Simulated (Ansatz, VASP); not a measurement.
# AlNi in VASP and in Ansatz

```xyz
2
Lattice="2.8810 0.0000 0.0000 0.0000 2.8810 0.0000 0.0000 0.0000 2.8810" Properties=species:S:1:pos:R:3 pbc="T T T"
Al    0.0000    0.0000    0.0000
Ni    1.4405    1.4405    1.4405
```

Alike in both runs: task relaxation of cell and atoms; functional PBEsol; k mesh 16 × 16 × 16; occupations fermi-dirac, width 0.05 eV; no spin polarisation.

|  | VASP | Ansatz |
| --- | --- | --- |
| version | VASP 6.6.1 | Ansatz 0.2.0 |
| potentials or method | VASP PAW PBE potentials, release 64 (Al, Ni) | PAW with Ansatz's default frozen-core files, scalar-relativistic |
| plane-wave cutoff (eV) | 600 | 420 |
| valence electrons in the cell | 13 | 21 |

|  | VASP | Ansatz | Ansatz less VASP |
| --- | --- | --- | --- |
| relaxed volume (Å³/atom) | 11.73 | 11.72 | -0.008 |
| relaxed length of the cell vector where the two differ most in proportion (Å) | 2.863 | 2.862 | -0.0007 |

VASP's potentials were made for PBE, not for PBEsol. VASP's potentials hold 13 valence electrons a cell and Ansatz's 21, so a difference there can come from the potentials and not from the codes.
